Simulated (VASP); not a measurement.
# Be3Te4 (Pm-3m) in VASP: relaxation of cell and atoms with PBE

Aim: the relaxation of cell and atoms of Be3Te4 with PBE.

Program: VASP 6.6.1. These are calculated values, not measurements. Logs are shortened: lines on timing, memory, paths and dates and some standing lists are left out, and cuts for length are marked.

## 1. The cell of the first run

It takes space group Pm-3m (No. 221, cubic). The conventional cell has a = 5.060 Å, b = 5.060 Å, c = 5.060 Å, α = 90.00°, β = 90.00°, γ = 90.00°. Be (site symmetry 4/mmm) has 6 Te at 2.53 Å within 3.3 Å. Te (site symmetry m-3m) has 6 Be at 2.53 Å within 3.3 Å. Within 3.3 Å of Te (site symmetry 4/mmm) lie 4 Be at 2.53 Å.

The cell was built from a structure type or drawn by symmetry, and may not be a known phase.

## 2. Relaxation of cell and atoms, PBE

File INCAR:

```
SYSTEM = Be3Te4
  PREC = Accurate
  ENCUT = 600
  EDIFF = 1E-7
  ISMEAR = 0
  SIGMA = 0.2
  LREAL = .False.
  LASPH = .True.
  NELM = 120
  ALGO = Normal
  ISIF = 3
  LWAVE = .False.
  LCHARG = .False.
  GGA = PE
  IBRION = 2
  NSW = 36
  EDIFFG = -0.08
  GGA_COMPAT = .False.
  NELMIN = 4
```

File KPOINTS:

```
regular mesh
0
Gamma
  3 3 3
  0 0 0
```

File POSCAR:

```
Be3Te4
1.0
    5.0596315400      0.0000000000      0.0000000000
    0.0000000000      5.0596315400      0.0000000000
    0.0000000000      0.0000000000      5.0596315400
Be Te
3 4
Direct
    0.5000000000      0.5000000000      0.0000000000
    0.0000000000      0.5000000000      0.5000000000
    0.5000000000      0.0000000000      0.5000000000
    0.5000000000      0.5000000000      0.5000000000
    0.5000000000      0.0000000000      0.0000000000
    0.0000000000      0.5000000000      0.0000000000
    0.0000000000      0.0000000000      0.5000000000
```

Potentials or basis: VASP PAW PBE potentials, release 64 (Be, Te).

Started as:

```
cat potpaw_PBE.64/Be/POTCAR potpaw_PBE.64/Te/POTCAR > POTCAR
mpirun -np 1 vasp_std > vasp.out
```

OUTCAR:

```text
SYSTEM = Be3Te4
   PREC = Accurate
   ENCUT = 600
   EDIFF = 1E-7
   ISMEAR = 0
   LREAL = .False.
   LASPH = .True.
   NELM = 120
   ISIF = 3
   GGA = PE
   IBRION = 2
   NSW = 36
   EDIFFG = -0.08
   NELMIN = 4

 ion  position               nearest neighbor table
   1  0.500  0.500  0.000-   4 2.53   5 2.53   6 2.53   4 2.53   5 2.53   6 2.53
   2  0.000  0.500  0.500-   4 2.53   6 2.53   7 2.53   6 2.53   7 2.53   4 2.53
   3  0.500  0.000  0.500-   4 2.53   5 2.53   7 2.53   5 2.53   4 2.53   7 2.53
   4  0.500  0.500  0.500-   1 2.53   2 2.53   3 2.53   1 2.53   3 2.53   2 2.53   5 3.58   5 3.58
                             6 3.58   6 3.58   5 3.58   7 3.58   5 3.58   7 3.58   6 3.58   7 3.58
   5  0.500  0.000  0.000-   1 2.53   3 2.53   3 2.53   1 2.53   7 3.58   4 3.58   4 3.58   7 3.58
                             6 3.58   4 3.58   6 3.58   4 3.58   6 3.58   7 3.58   7 3.58   6 3.58
   6  0.000  0.500  0.000-   1 2.53   2 2.53   2 2.53   1 2.53   7 3.58   4 3.58   4 3.58   7 3.58
                             5 3.58   7 3.58   7 3.58   5 3.58   4 3.58   5 3.58   4 3.58   5 3.58
   7  0.000  0.000  0.500-   2 2.53   3 2.53   2 2.53   3 2.53   6 3.58   5 3.58   6 3.58   4 3.58
                             4 3.58   6 3.58   6 3.58   5 3.58   4 3.58   5 3.58   5 3.58   4 3.58

  LATTYP: Found a simple cubic cell.
 ALAT       =     5.0596315400

  Lattice vectors:

 A1 = (   5.0596315400,   0.0000000000,   0.0000000000)
 A2 = (   0.0000000000,   5.0596315400,   0.0000000000)
 A3 = (   0.0000000000,   0.0000000000,   5.0596315400)

Analysis of symmetry for initial positions (statically):
=====================================================================
 Subroutine PRICEL returns:
 Original cell was already a primitive cell.

 Routine SETGRP: Setting up the symmetry group for a
 simple cubic supercell.

 Subroutine GETGRP returns: Found 48 space group operations
 (whereof 48 operations were pure point group operations)
 out of a pool of 48 trial point group operations.

The static configuration has the point symmetry O_h .

Analysis of symmetry for dynamics (positions and initial velocities):
=====================================================================
 Subroutine PRICEL returns:
 Original cell was already a primitive cell.

 Routine SETGRP: Setting up the symmetry group for a
 simple cubic supercell.

 Subroutine GETGRP returns: Found 48 space group operations
 (whereof 48 operations were pure point group operations)
 out of a pool of 48 trial point group operations.

The dynamic configuration has the point symmetry O_h .

 Subroutine INISYM returns: Found 48 space group operations
 (whereof 48 operations are pure point group operations),
 and found     1 'primitive' translations

----------------------------------------------------------------------------------------

                                     Primitive cell
[... 69 lines left out ...]
   NGXF,Y,Z  is equivalent  to a cutoff of  26.29, 26.29, 26.29 a.u.
 SYSTEM =  Be3Te4
   PREC   = accura    normal or accurate (medium, high low for compatibility)
   ISTART =      0    job   : 0-new  1-cont  2-samecut
   ICHARG =      2    charge: 1-file 2-atom 10-const
   ISPIN  =      1    spin polarized calculation?
   LNONCOLLINEAR =      F non collinear calculations
   LSORBIT =      F    spin-orbit coupling
   LASPH  =      T    aspherical Exc in radial PAW
   ENCUT  =  600.0 eV  44.10 Ry    6.64 a.u.  10.11 10.11 10.11*2*pi/ulx,y,z
   NELM   =    120;   NELMIN=  4; NELMDL= -5     # of ELM steps
   EDIFF  = 0.1E-06   stopping-criterion for ELM
   LREAL  =      F    real-space projection
   EDIFFG = -.8E-01   stopping-criterion for IOM
   NSW    =     36    number of steps for IOM
   IBRION =      2    ionic relax: 0-MD 1-quasi-New 2-CG
   NFREE  =      1    steps in history (QN), initial steepest desc. (CG)
   ISIF   =      3    stress and relaxation
   ISYM   =      2    0-nonsym 1-usesym 2-fastsym
   POTIM  = 0.5000    time-step for ionic-motion
   TEBEG  =    0.0;   TEEND  =   0.0 temperature during run
   PSTRESS=    0.0 pullay stress
   NELECT =      30.0000    total number of electrons
   NUPDOWN=      -1.0000    fix difference up-down
   EMIN   =  10.00;   EMAX   =-10.00  energy-range for DOS
   EFERMI =   0.00;   METHOD = LEGACY
   ISMEAR =     0;   SIGMA  =   0.20  broadening in eV -4-tet -1-fermi 0-gaus
   EFERMI_NEDOS =   21; number of points for ismear=-14 and -15
   IALGO  =     38    algorithm
   IMIX   =      4    mixing-type and parameters
     AMIX     =   0.40;   BMIX     =  1.00
     AMIX_MAG =   1.60;   BMIX_MAG =  1.00
  volume/ion in A,a.u.               =      18.50       124.87
  Fermi-wavevector in a.u.,A,eV,Ry     =   1.005379  1.899890 13.752584  1.010786
  Thomas-Fermi vector in A             =   2.138054
   LORBIT       =      0    0 simple, 1 ext, 2 COOP (PROOUT), +10 PAW based schemes
   GGA     = PE    functional components
   LHFCALC =     F    Hartree Fock is set to
   AEXX    =    0.0000 exact exchange contribution
   IVDW    =     0    specifies the selected vdW correction
   LEPSILON=     F    determine dielectric tensor
   LRPA    =     F    only Hartree local field effects (RPA)
 conjugate gradient relaxation of ions
 non-spin polarized calculation
 Gauss-broadening in eV      SIGMA  =   0.20
  energy-cutoff  :      600.00
  volume of cell :      129.53
 maximum number of plane-waves:      4385
   NGX = 21   NGY = 21   NGZ = 21

--------------------------------------- Ionic step        1  -------------------------------------------

 number of electron      30.0000005 magnetization

 Free energy of the ion-electron system (eV)
  ---------------------------------------------------
  ext. energy  EPLUGINS =         0.00000000
  ---------------------------------------------------
  free energy    TOTEN  =       -22.57288485 eV

  energy without entropy =      -22.53713145  energy(sigma->0) =      -22.55500815

 E-fermi :   8.9852     XC(G=0): -10.3936

 val. band max:        8.3300695724   @ k =   0.3333   0.0000   0.0000
 cond. band min:       9.1515877282   @ k =   0.3333   0.3333   0.3333
 fundamental gap:      0.8215181558
 Fermi energy:         8.9852085688

 k-point     1 :       0.0000    0.0000    0.0000
  band No.  band energies     occupation
      1      -5.6842      2.00000
      2      -2.0581      2.00000
      3      -2.0581      2.00000
      4      -2.0381      2.00000
      5       1.8498      2.00000
      6       1.8498      2.00000
[... 158 lines left out ...]
--------------------------------------- Ionic step        3  -------------------------------------------

 number of electron      29.9999996 magnetization

 Free energy of the ion-electron system (eV)
  ---------------------------------------------------
  ext. energy  EPLUGINS =         0.00000000
  ---------------------------------------------------
  free energy    TOTEN  =       -22.98707604 eV

  energy without entropy =      -22.95174575  energy(sigma->0) =      -22.96941089

 E-fermi :   7.3799     XC(G=0):  -9.9061

 val. band max:        6.8746998500   @ k =   0.3333   0.0000   0.0000
 cond. band min:       7.5441258983   @ k =   0.3333   0.3333   0.3333
 fundamental gap:      0.6694260483
 Fermi energy:         7.3799000564

 k-point     1 :       0.0000    0.0000    0.0000
  band No.  band energies     occupation
      1      -6.2845      2.00000
      2      -3.3364      2.00000
      3      -3.3364      2.00000
      4      -3.3359      2.00000
      5       1.1691      2.00000
      6       1.1691      2.00000
[... 111 lines left out ...]
  FREE ENERGIE OF THE ION-ELECTRON SYSTEM (eV)
  ---------------------------------------------------
  free  energy   TOTEN  =       -22.9870760375 eV

  energy  without entropy=      -22.9517457494  energy(sigma->0) =      -22.96941089

 reached required accuracy - stopping structural energy minimisation
```

OSZICAR:

```text
N       E                     dE             d eps       ncg     rms          rms(c)
DAV:   1     0.134984494960E+03    0.13498E+03   -0.12468E+04   152   0.147E+03
DAV:   2    -0.115953537330E+02   -0.14658E+03   -0.14205E+03   196   0.206E+02
DAV:   3    -0.225781337369E+02   -0.10983E+02   -0.10477E+02   216   0.646E+01
[... 32 lines left out ...]
DAV:   5    -0.229870916299E+02    0.62403E-03   -0.10090E-03   199   0.150E-01    0.173E-01
DAV:   6    -0.229870795785E+02    0.12051E-04   -0.74711E-05   186   0.437E-02    0.610E-02
DAV:   7    -0.229870766609E+02    0.29176E-05   -0.27101E-06   172   0.104E-02    0.119E-02
DAV:   8    -0.229870760477E+02    0.61324E-06   -0.56694E-07   156   0.384E-03    0.395E-03
DAV:   9    -0.229870760375E+02    0.10162E-07   -0.91444E-08    94   0.157E-03
   3 F= -.22987076E+02 E0= -.22969411E+02  d E =-.414191E+00
```

CONTCAR:

```text
Be3Te4
   1.00000000000000
     5.2575718165702066    0.0000000000000000   -0.0000000000000000
     0.0000000000000000    5.2575718165702066   -0.0000000000000000
     0.0000000000000000    0.0000000000000000    5.2575718165702066
  Be              Te
     3     4
Direct
     0.5000000000000000    0.5000000000000000    0.0000000000000000
     0.0000000000000000    0.5000000000000000    0.5000000000000000
     0.5000000000000000    0.0000000000000000    0.5000000000000000
     0.5000000000000000    0.5000000000000000    0.5000000000000000
     0.5000000000000000    0.0000000000000000    0.0000000000000000
     0.0000000000000000    0.5000000000000000    0.0000000000000000
     0.0000000000000000    0.0000000000000000    0.5000000000000000

  0.00000000E+00  0.00000000E+00  0.00000000E+00
  0.00000000E+00  0.00000000E+00  0.00000000E+00
  0.00000000E+00  0.00000000E+00  0.00000000E+00
  0.00000000E+00  0.00000000E+00  0.00000000E+00
  0.00000000E+00  0.00000000E+00  0.00000000E+00
  0.00000000E+00  0.00000000E+00  0.00000000E+00
  0.00000000E+00  0.00000000E+00  0.00000000E+00
```

Wall time 1.8 min (1 thread of Intel Xeon 8259CL, shared host); peak memory 0.24 GiB.

Results:

- Free energy: -22.9871 eV
- Relaxed volume: 20.76 Å³/atom
- Relaxed cell: a = 5.258 Å, b = 5.258 Å, c = 5.258 Å, α = 90.00°, β = 90.00°, γ = 90.00°
- Space group after relaxing (to 0.1 Å): Pm-3m (No. 221)
- Energy gained by relaxing: 59.2 meV/atom
- Ionic steps: 3
- Pressure after relaxing: 0.0 GPa
- Band gap on the k mesh: zero (bands 15 and 16 overlap by 0.67 eV)

Step by step:
```tsv
step	energy change (eV)	largest force (eV/Å)	pressure (GPa)	volume (Å³)
1	0.0000	0.0000	9.25	129.53
2	-0.3806	0.0000	-2.02	150.59
3	-0.4142	0.0000	0.04	145.33
```

Final structure:
```yaml
crystal:
  lattice:
    - [5.25757, 0.00000, 0.00000]
    - [0.00000, 5.25757, 0.00000]
    - [0.00000, 0.00000, 5.25757]
  atoms:
    - { symbol: Be, position: [0.50000, 0.50000, 0.00000] }
    - { symbol: Be, position: [0.00000, 0.50000, 0.50000] }
    - { symbol: Be, position: [0.50000, 0.00000, 0.50000] }
    - { symbol: Te, position: [0.50000, 0.50000, 0.50000] }
    - { symbol: Te, position: [0.50000, 0.00000, 0.00000] }
    - { symbol: Te, position: [0.00000, 0.50000, 0.00000] }
    - { symbol: Te, position: [0.00000, 0.00000, 0.50000] }
```

Caveat: the k points lie up to 0.40 Å⁻¹ apart in the final cell, too coarse for converged energies and pressures of a metal; semilocal functionals underestimate gaps, so a narrow gap can read as zero; spin-orbit coupling is left out, which moves the levels of the heavy elements.
